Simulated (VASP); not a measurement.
# Ru (P6_3/mmc) in VASP: notebook, part 2 of 2

VASP 6.6.1. The steps go on from the part before.

### Step 4. Electric field gradients, PBEsol (volume scaled by 0.99)

The input, INCAR:

```
SYSTEM = Ru
PREC = Accurate
ENCUT = 520
EDIFF = 1E-8
ISMEAR = -1
SIGMA = 0.03
LREAL = .False.
LASPH = .True.
NELM = 60
ALGO = Normal
ISIF = 2
LWAVE = .False.
LCHARG = .False.
GGA = PS
LEFG = .True.
NBANDS = 21
```

The input, KPOINTS:

```
Automatic mesh
0
Gamma
  14 14 8
  0 0 0
```

The input, POSCAR:

```
Ru
1.0
    2.6967497705      0.0000000000      0.0000000000
   -1.3483748852      2.3354538089      0.0000000000
    0.0000000000      0.0000000000      4.2675791572
Ru
2
Direct
    0.3333333333      0.6666666667      0.2500000000
    0.6666666667      0.3333333333      0.7500000000
```

Potentials or basis: VASP PAW PBE potentials, release 64 (Ru_pv).

Command:

```bash
cat potpaw_PBE.64/Ru_pv/POTCAR > POTCAR
mpirun -np 1 vasp_std > vasp.out
```

OUTCAR:

```text
SYSTEM = Ru
   PREC = Accurate
   ENCUT = 520
   EDIFF = 1E-8
   ISMEAR = -1
   LREAL = .False.
   LASPH = .True.
   NELM = 60
   ISIF = 2
   GGA = PS

 ion  position               nearest neighbor table
   1  0.333  0.667  0.250-   2 2.64   2 2.64   2 2.64   2 2.64   2 2.64   2 2.64
   2  0.667  0.333  0.750-   1 2.64   1 2.64   1 2.64   1 2.64   1 2.64   1 2.64

  LATTYP: Found a hexagonal cell.
 ALAT       =     2.6967497705
 C/A-ratio  =     1.5824898564

  Lattice vectors:

 A1 = (   2.6967497705,   0.0000000000,   0.0000000000)
 A2 = (  -1.3483748852,   2.3354538089,   0.0000000000)
[... 791 lines left out ...]
  free  energy   TOTEN  =       -20.3366626258 eV

  energy  without entropy=      -20.3298862211  energy(sigma->0) =      -20.33327442

 Electric field gradients (V/A^2)
---------------------------------------------------------------------
 ion       V_xx      V_yy      V_zz      V_xy      V_xz      V_yz
---------------------------------------------------------------------
   1       6.804     6.805   -13.609     0.002     0.000    -0.000
   2       6.804     6.805   -13.609     0.002    -0.000     0.000
---------------------------------------------------------------------

 Electric field gradients after diagonalization (V/A^2)
 (convention: |V_zz| > |V_xx| > |V_yy|)
----------------------------------------------------------------------
 ion       V_xx      V_yy      V_zz     asymmetry (V_yy - V_xx)/ V_zz
----------------------------------------------------------------------
   1       6.806     6.803   -13.609       0.000
   2       6.806     6.803   -13.609       0.000
----------------------------------------------------------------------

           NMR quadrupolar parameters

 Cq : quadrupolar parameter    Cq=e*Q*V_zz/h
 eta: asymmetry parameters     (V_yy - V_xx)/ V_zz
 Q  : nuclear electric quadrupole moment in mb (millibarn)
----------------------------------------------------------------------
 ion       Cq(MHz)       eta       Q (mb)
----------------------------------------------------------------------
   1      -0.033       0.000       1.000
   2      -0.033       0.000       1.000
----------------------------------------------------------------------
```

OSZICAR:

```text
N       E                     dE             d eps       ncg     rms          rms(c)
DAV:   1     0.285092478449E+03    0.28509E+03   -0.17498E+04  5048   0.148E+03
DAV:   2    -0.160780408968E+02   -0.30117E+03   -0.29209E+03  5175   0.446E+02
DAV:   3    -0.218975355556E+02   -0.58195E+01   -0.57828E+01  5960   0.691E+01
DAV:   4    -0.219412623009E+02   -0.43727E-01   -0.43639E-01  6210   0.574E+00
DAV:   5    -0.219419091811E+02   -0.64688E-03   -0.64098E-03  5773   0.613E-01    0.198E+01
DAV:   6    -0.204361466720E+02    0.15058E+01   -0.33719E+00  5860   0.178E+01    0.503E+00
DAV:   7    -0.203473894935E+02    0.88757E-01   -0.58594E-01  5860   0.540E+00    0.926E-01
DAV:   8    -0.203385363312E+02    0.88532E-02   -0.17337E-02  5455   0.114E+00    0.476E-01
DAV:   9    -0.203366502601E+02    0.18861E-02   -0.18876E-03  5755   0.476E-01    0.339E-02
DAV:  10    -0.203366634239E+02   -0.13164E-04   -0.76033E-05  5690   0.898E-02    0.200E-02
DAV:  11    -0.203366625876E+02    0.83627E-06   -0.60314E-06  5620   0.234E-02    0.135E-03
DAV:  12    -0.203366626479E+02   -0.60257E-07   -0.23588E-07  5755   0.432E-03    0.122E-03
DAV:  13    -0.203366626293E+02    0.18543E-07   -0.51557E-09  3600   0.765E-04    0.122E-04
DAV:  14    -0.203366626258E+02    0.35075E-08   -0.22954E-10  3060   0.162E-04
   1 F= -.20336663E+02 E0= -.20333274E+02  d E =-.677640E-02
```

stdout:

```text
POSCAR found type information on POSCAR Ru
 POSCAR found :  1 types and       2 ions
 scaLAPACK will be used
 -----------------------------------------------------------------------------
|                                                                             |
|                                                                             |
|     You enforced a specific xc type in the INCAR file but a different       |
|     I HOPE YOU KNOW WHAT YOU ARE DOING!                                     |
|                                                                             |
 -----------------------------------------------------------------------------

 LDA part: xc-table for (Slater+PW92), standard interpolation
 POSCAR, INCAR and KPOINTS ok, starting setup
 FFT: planning ... GRIDC
 FFT: planning ... GRID_SOFT
 FFT: planning ... GRID
 WAVECAR not read
 entering main loop
ion   1

ion   2
```

Run time: 21 s. Hardware: 1 thread of Intel Xeon 6975P-C (Granite Rapids), shared host; peak memory 0.17 GiB.

What came out:

```yaml
Free_energy: -20.3367 eV
Pressure: -3.1 GPa
Band_gap_on_the_k_mesh: zero (band 14 reaches 14.55 eV, above the bottom of band 15 at 11.35 eV)
```

Levels at points of the mesh, in eV from the Fermi level:
| k point | band 10 | band 11 | band 12 | band 13 | band 14 | band 15 | band 16 | band 17 | band 18 | band 19 |
| --- | --- | --- | --- | --- | --- | --- | --- | --- | --- | --- |
| (0.00, 0.00, 0.00) | -2.63 | -2.45 | -1.93 | -1.93 | -1.40 | -1.40 | 1.23 | 1.23 | 1.26 | 10.21 |
| (0.50, 0.00, 0.00) | -3.06 | -2.10 | -1.83 | -1.54 | 1.48 | 1.91 | 1.98 | 4.13 | 6.19 | 10.27 |
| (0.00, 0.00, 0.50) | -2.80 | -2.80 | -2.80 | -2.76 | -2.76 | 0.58 | 0.58 | 0.58 | 0.58 | 10.28 |
| (0.50, 0.00, 0.50) | -4.60 | -1.06 | -1.06 | 0.45 | 0.45 | 1.74 | 1.74 | 3.42 | 3.42 | 10.25 |

Electric field gradients, principal values (V/Å²):
```
atom  least  middle  greatest (by size)
1 Ru  6.803   6.806             -13.609
2 Ru  6.803   6.806             -13.609
```

Caveat: without QUAD_EFG the Cq values of the log hold for a quadrupole moment of 1 mb, not for the nuclei; the PAW data sets were made with another functional, which shifts forces and pressure a little.
